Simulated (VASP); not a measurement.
# Ru in VASP: further runs

Ru is run at these levels: LDA; tasks: single point.

Program: VASP 6.6.1. These are calculated values, not measurements. Logs are shortened: lines on timing, memory, paths and dates and some standing lists are left out, and cuts for length are marked.

**1. The cell of the first run**

The typed cell holds 4 atoms: a = 3.962 Å, b = 5.603 Å, c = 2.726 Å, α = 59.06°, β = 90.00°, γ = 90.00°.

**2. Single point, LDA**

Contents of INCAR:

```
SYSTEM = Ru
  PREC = Accurate
  ENCUT = 520
  EDIFF = 1E-6
  ISMEAR = 0
  SIGMA = 0.1
  LREAL = .FALSE.
  LASPH = .TRUE.
  NELM = 80
  ALGO = Fast
  ISIF = 2
  LWAVE = .FALSE.
  LCHARG = .FALSE.
  NBANDS = 36
```

Contents of KPOINTS:

```
Automatic mesh
0
G
  9 6 15
  0 0 0
```

Contents of POSCAR:

```
Ru
1.0
    3.9621891213      0.0000000000      0.0000000000
    0.0000000000      5.6033814753      0.0011437542
    0.0000000000      1.4013231305      2.3385930335
Ru
4
Direct
    0.2500000000      0.1657551117      0.3364385049
    0.2500000000      0.6657551117      0.3364385049
    0.7500000000      0.3342448883      0.6635614951
    0.7500000000      0.8342448883      0.6635614951
```

Potentials or basis: VASP PAW LDA potentials, release 64 (Ru_pv).

Run with:

```
cat potpaw_LDA.64/Ru_pv/POTCAR > POTCAR
mpirun -np 1 vasp_std > vasp.out
```

OUTCAR:

```text
SYSTEM = Ru
   PREC = Accurate
   ENCUT = 520
   EDIFF = 1E-6
   ISMEAR = 0
   LREAL = .FALSE.
   LASPH = .TRUE.
   NELM = 80
   ISIF = 2

 ion  position               nearest neighbor table
   1  0.250  0.166  0.336-   3 2.53   3 2.53   4 2.54   4 2.54   3 2.55   3 2.55   2 2.73   2 2.73
                             2 2.80   2 2.80
   2  0.250  0.666  0.336-   4 2.53   4 2.53   3 2.54   3 2.54   4 2.55   4 2.55   1 2.73   1 2.73
                             1 2.80   1 2.80
   3  0.750  0.334  0.664-   1 2.53   1 2.53   2 2.54   2 2.54   1 2.55   1 2.55   4 2.73   4 2.73
                             4 2.80   4 2.80
   4  0.750  0.834  0.664-   2 2.53   2 2.53   1 2.54   1 2.54   2 2.55   2 2.55   3 2.73   3 2.73
                             3 2.80   3 2.80

  LATTYP: Found a simple monoclinic cell.
 ALAT       =     2.7263022379
 B/A-ratio  =     1.4533198360
 C/A-ratio  =     1.7637172546
 COS(beta)  =    -0.0321986239

  Lattice vectors:

 A1 = (   0.0000000000,   1.4013231305,   2.3385930335)
 A2 = (  -3.9621891213,   0.0000000000,   0.0000000000)
 A3 = (   0.0000000000,  -4.2020583448,   2.3374492793)

Analysis of symmetry for initial positions (statically):
=====================================================================
 Subroutine PRICEL returns following result:

  LATTYP: Found a simple monoclinic cell.
 ALAT       =     2.7253205982
 B/A-ratio  =     1.4538433107
 C/A-ratio  =     1.0003601924
 COS(beta)  =    -0.4717752344

  Lattice vectors:

 A1 = (   0.0000000000,   1.4003676071,  -2.3380211564)
 A2 = (  -3.9621891213,   0.0000000000,   0.0000000000)
 A3 = (   0.0000000000,   1.4013231305,   2.3385930335)

   2 primitive cells build up your supercell.

 Routine SETGRP: Setting up the symmetry group for a
 simple monoclinic supercell.

 Subroutine GETGRP returns: Found  4 space group operations
 (whereof  2 operations were pure point group operations)
 out of a pool of  4 trial point group operations.

The static configuration has the point symmetry S_2 .
 The point group associated with its full space group is C_2h.

Analysis of symmetry for dynamics (positions and initial velocities):
=====================================================================
 Subroutine PRICEL returns following result:

  LATTYP: Found a simple monoclinic cell.
 ALAT       =     2.7253205982
 B/A-ratio  =     1.4538433107
 C/A-ratio  =     1.0003601924
 COS(beta)  =    -0.4717752344

  Lattice vectors:

 A1 = (   0.0000000000,   1.4003676071,  -2.3380211564)
 A2 = (  -3.9621891213,   0.0000000000,   0.0000000000)
 A3 = (   0.0000000000,   1.4013231305,   2.3385930335)

   2 primitive cells build up your supercell.

 Routine SETGRP: Setting up the symmetry group for a
 simple monoclinic supercell.

 Subroutine GETGRP returns: Found  4 space group operations
 (whereof  2 operations were pure point group operations)
 out of a pool of  4 trial point group operations.

The dynamic configuration has the point symmetry S_2 .
 The point group associated with its full space group is C_2h.

 Subroutine INISYM returns: Found  4 space group operations
 (whereof  2 operations are pure point group operations),
 and found     2 'primitive' translations

----------------------------------------------------------------------------------------

                                     Primitive cell

  volume of cell :      25.9571

  direct lattice vectors                    reciprocal lattice vectors
     0.000000000  1.400367607 -2.338021156     0.000000000  0.356970994 -0.213902848
    -3.962189121  0.000000000  0.000000000    -0.252385732  0.000000000  0.000000000
     0.000000000  1.401323131  2.338593033     0.000000000  0.356883700  0.213756994

  length of vectors
     2.725320598  3.962189121  2.726302238     0.416152278  0.252385732  0.416002437

  position of ions in fractional coordinates (direct lattice)
     0.331510223  0.750000000  0.667948728
     0.668489777  0.250000000  0.332051272

  ion indices of the primitive-cell ions
   primitive index   ion index
                 1           1
                 2           3

----------------------------------------------------------------------------------------

 KPOINTS: Automatic mesh

Automatic generation of k-mesh.
 Grid dimensions read from file:
 generate k-points for:    9    6   15

 Generating k-lattice:

  Cartesian coordinates                     Fractional coordinates (reciprocal lattice)
     0.028042859  0.000000000  0.000000000     0.111111111  0.000000000  0.000000000
     0.000000000  0.029747583 -0.017825237     0.000000000  0.166666667  0.000000000
     0.000000000 -0.000005820  0.028510656     0.000000000 -0.000000000  0.066666667

  Length of vectors
     0.028042859  0.034679357  0.028510657

  Shift w.r.t. Gamma in fractional coordinates (k-lattice)
     0.000000000  0.000000000  0.000000000

 Subroutine IBZKPT returns following result:
 ===========================================

 Found    230 irreducible k-points:

 Following reciprocal coordinates:
            Coordinates               Weight
  0.000000  0.000000  0.000000      1.000000
  0.111111  0.000000  0.000000      2.000000
  0.222222  0.000000  0.000000      2.000000
  0.333333  0.000000  0.000000      2.000000
  0.444444  0.000000  0.000000      2.000000
  0.000000  0.166667  0.000000      2.000000
[... 16 lines left out ...]
  0.222222  0.000000  0.066667      4.000000
  0.333333  0.000000  0.066667      4.000000
 [... further k-points ...]
   k-points           NKPTS =    230   k-points in BZ     NKDIM =    230   number of bands    NBANDS=     36
   number of dos      NEDOS =    301   number of ions     NIONS =      4
   total plane-waves  NPLWV =  25200
   dimension x,y,z NGX =    30 NGY =   42 NGZ =   20
   dimension x,y,z NGXF=    60 NGYF=   84 NGZF=   40
   ions per type =               4
   NGX,Y,Z   is equivalent  to a cutoff of  12.59, 12.46, 12.20 a.u.
   NGXF,Y,Z  is equivalent  to a cutoff of  25.17, 24.92, 24.39 a.u.
 SYSTEM =  Ru
   PREC   = accura    normal or accurate (medium, high low for compatibility)
   ISTART =      0    job   : 0-new  1-cont  2-samecut
   ICHARG =      2    charge: 1-file 2-atom 10-const
   ISPIN  =      1    spin polarized calculation?
   LNONCOLLINEAR =      F non collinear calculations
   LSORBIT =      F    spin-orbit coupling
   LASPH  =      T    aspherical Exc in radial PAW
   ENCUT  =  520.0 eV  38.22 Ry    6.18 a.u.   7.37 10.42  5.07*2*pi/ulx,y,z
   NELM   =     80;   NELMIN=  2; NELMDL= -5     # of ELM steps
   EDIFF  = 0.1E-05   stopping-criterion for ELM
   LREAL  =      F    real-space projection
   EDIFFG = 0.1E-04   stopping-criterion for IOM
   NSW    =      0    number of steps for IOM
   IBRION =     -1    ionic relax: 0-MD 1-quasi-New 2-CG
   NFREE  =      0    steps in history (QN), initial steepest desc. (CG)
   ISIF   =      2    stress and relaxation
   ISYM   =      2    0-nonsym 1-usesym 2-fastsym
   POTIM  = 0.5000    time-step for ionic-motion
   TEBEG  =    0.0;   TEEND  =   0.0 temperature during run
   PSTRESS=    0.0 pullay stress
   NELECT =      56.0000    total number of electrons
   NUPDOWN=      -1.0000    fix difference up-down
   EMIN   =  10.00;   EMAX   =-10.00  energy-range for DOS
   EFERMI =   0.00;   METHOD = LEGACY
   ISMEAR =     0;   SIGMA  =   0.10  broadening in eV -4-tet -1-fermi 0-gaus
   EFERMI_NEDOS =   21; number of points for ismear=-14 and -15
   IALGO  =     68    algorithm
   IMIX   =      4    mixing-type and parameters
     AMIX     =   0.40;   BMIX     =  1.00
     AMIX_MAG =   1.60;   BMIX_MAG =  1.00
  volume/ion in A,a.u.               =      12.98        87.58
  Fermi-wavevector in a.u.,A,eV,Ry     =   1.678966  3.172785 38.353822  2.818926
  Thomas-Fermi vector in A             =   2.762961
   LORBIT       =      0    0 simple, 1 ext, 2 COOP (PROOUT), +10 PAW based schemes
   GGA     = CA    functional components
   LHFCALC =     F    Hartree Fock is set to
   AEXX    =    0.0000 exact exchange contribution
   IVDW    =     0    specifies the selected vdW correction
   LEPSILON=     F    determine dielectric tensor
   LRPA    =     F    only Hartree local field effects (RPA)
 non-spin polarized calculation
 RMM-DIIS sequential band-by-band and
 Gauss-broadening in eV      SIGMA  =   0.10
  energy-cutoff  :      520.00
  volume of cell :       51.91
 maximum number of plane-waves:      1427
 NGX is ok and might be reduce to    30
   NGX = 15   NGY = 21   NGZ = 11

 number of electron      56.0000004 magnetization

 Free energy of the ion-electron system (eV)
  ---------------------------------------------------
  ext. energy  EPLUGINS =         0.00000000
  ---------------------------------------------------
  free energy    TOTEN  =       -42.29617913 eV

  energy without entropy =      -42.28335420  energy(sigma->0) =      -42.28976666

 E-fermi :  13.5730     XC(G=0): -14.6438

 val. band max:       13.5721929676   @ k =   0.1111   0.3333   0.4000
 cond. band min:      13.5746529687   @ k =   0.3333   0.3333   0.2667
 fundamental gap:      0.0024600011
 Fermi energy:        13.5729980491

 k-point     1 :       0.0000    0.0000    0.0000
  band No.  band energies     occupation
      1     -30.2429      2.00000
      2     -29.7739      2.00000
      3     -29.6527      2.00000
      4     -29.4782      2.00000
      5     -29.3339      2.00000
      6     -29.1535      2.00000
[... 28 lines left out ...]
     35      17.5239      0.00000
     36      19.4850      0.00000

 k-point     2 :       0.1111    0.0000    0.0000
  band No.  band energies     occupation
      1     -30.1982      2.00000
      2     -29.8823      2.00000
      3     -29.5565      2.00000
      4     -29.5171      2.00000
      5     -29.3253      2.00000
      6     -29.1439      2.00000
[... 28 lines left out ...]
     35      17.3235      0.00000
     36      19.3508      0.00000

 k-point     3 :       0.2222    0.0000    0.0000
  band No.  band energies     occupation
      1     -30.0687      2.00000
      2     -29.9917      2.00000
      3     -29.7103      2.00000
      4     -29.3300      2.00000
      5     -29.2871      2.00000
      6     -29.1164      2.00000
[... 28 lines left out ...]
     35      16.7247      0.00000
     36      18.9420      0.00000

 k-point     4 :       0.3333    0.0000    0.0000
  band No.  band energies     occupation
      1     -30.0481      2.00000
      2     -29.8672      2.00000
      3     -29.8617      2.00000
      4     -29.2246      2.00000
      5     -29.1566      2.00000
      6     -29.0806      2.00000
[... 28 lines left out ...]
     35      15.7819      0.00000
     36      18.2652      0.00000

 k-point     5 :       0.4444    0.0000    0.0000
  band No.  band energies     occupation
      1     -30.0434      2.00000
      2     -29.9784      2.00000
      3     -29.6151      2.00000
      4     -29.3405      2.00000
      5     -29.1466      2.00000
      6     -29.0649      2.00000
[... 655 lines left out ...]
 k-point    22 :       0.1111    0.0000    0.0667
  band No.  band energies     occupation
      1     -30.1812      2.00000
      2     -29.8677      2.00000
      3     -29.5480      2.00000
      4     -29.5192      2.00000
      5     -29.3289      2.00000
      6     -29.1572      2.00000
[... 28 lines left out ...]
     35      17.0195      0.00000
     36      19.8876      0.00000

 k-point    23 :       0.2222    0.0000    0.0667
  band No.  band energies     occupation
      1     -30.0575      2.00000
      2     -29.9758      2.00000
      3     -29.6969      2.00000
      4     -29.3820      2.00000
      5     -29.2475      2.00000
      6     -29.1288      2.00000
[... 28 lines left out ...]
     35      16.6571      0.00000
     36      19.4106      0.00000

 k-point    24 :       0.3333    0.0000    0.0667
  band No.  band energies     occupation
      1     -30.0318      2.00000
      2     -29.8655      2.00000
      3     -29.8478      2.00000
      4     -29.2835      2.00000
      5     -29.1268      2.00000
      6     -29.1111      2.00000
[... 28 lines left out ...]
     35      16.3277      0.00000
     36      18.6446      0.00000

 [... further k-points ...]

------------------------ aborting loop because EDIFF is reached ----------------------------------------

  FORCE on cell =-STRESS in cart. coord.  units (eV):
  Direction    XX          YY          ZZ          XY          YZ          ZX
  --------------------------------------------------------------------------------------
  -------------------------------------------------------------------------------------
  Total       12.1969363     -3.6720944      0.3338599      0.0000000     -0.0017412      0.0000000
  in kB      376.4214974   -113.3280719     10.3035733      0.0000000     -0.0537381      0.0000000
  external PRESSURE =      91.1323330 kB  Pullay stress =       0.0000000 kB

 VOLUME and BASIS-vectors are now :
 -----------------------------------------------------------------------------
  energy-cutoff  :      520.00
  volume of cell :       51.91
      direct lattice vectors                 reciprocal lattice vectors
     3.962189121  0.000000000  0.000000000     0.252385732  0.000000000  0.000000000
     0.000000000  5.603381475  0.001143754     0.000000000  0.178485497 -0.106951424
     0.000000000  1.401323131  2.338593034     0.000000000 -0.000087293  0.427659842

 POSITION                                       TOTAL-FORCE (eV/Angst)
 -----------------------------------------------------------------------------------
      0.99055      1.40025      0.78698         0.000000     -0.000336      0.003929
      0.99055      4.20194      0.78755         0.000000     -0.000336      0.003929
      2.97164      2.80277      1.55218         0.000000      0.000336     -0.003929
      2.97164      5.60446      1.55275         0.000000      0.000336     -0.003929
 -----------------------------------------------------------------------------------
    total drift:                                0.000000     -0.000000     -0.000000

  FREE ENERGIE OF THE ION-ELECTRON SYSTEM (eV)
  ---------------------------------------------------
  free  energy   TOTEN  =       -42.2961791277 eV

  energy  without entropy=      -42.2833541952  energy(sigma->0) =      -42.28976666
```

Run time: 2.6 min. Hardware: 1 thread of Intel Xeon 6975P-C (Granite Rapids), shared host; peak memory 0.37 GiB.

Results:

```yaml
Free_energy: -42.2962 eV
Pressure: 9.1 GPa
Largest_force: 0.004 eV/Å
Band_gap_on_the_k_mesh: zero (bands 28 and 29 overlap by 2.12 eV)
```

Forces on the atoms (eV/Å):
```
Ru   0.000  0.000  0.004
Ru   0.000  0.000  0.004
Ru   0.000  0.000 -0.004
Ru   0.000  0.000 -0.004
```

Levels at points of the mesh, in eV from the Fermi level:
```tsv
k point	band 24	band 25	band 26	band 27	band 28	band 29	band 30	band 31	band 32	band 33
(0.00, 0.00, 0.00)	-2.15	-1.79	-1.68	-1.61	-1.20	0.83	1.23	1.29	1.58	2.51
(0.00, 0.50, 0.00)	-2.18	-1.33	-1.33	-1.19	-1.19	-0.43	-0.43	-0.12	-0.12	2.03
```

Caveat: the cell stands under pressure.

(Part 1 of 2 ends here.)
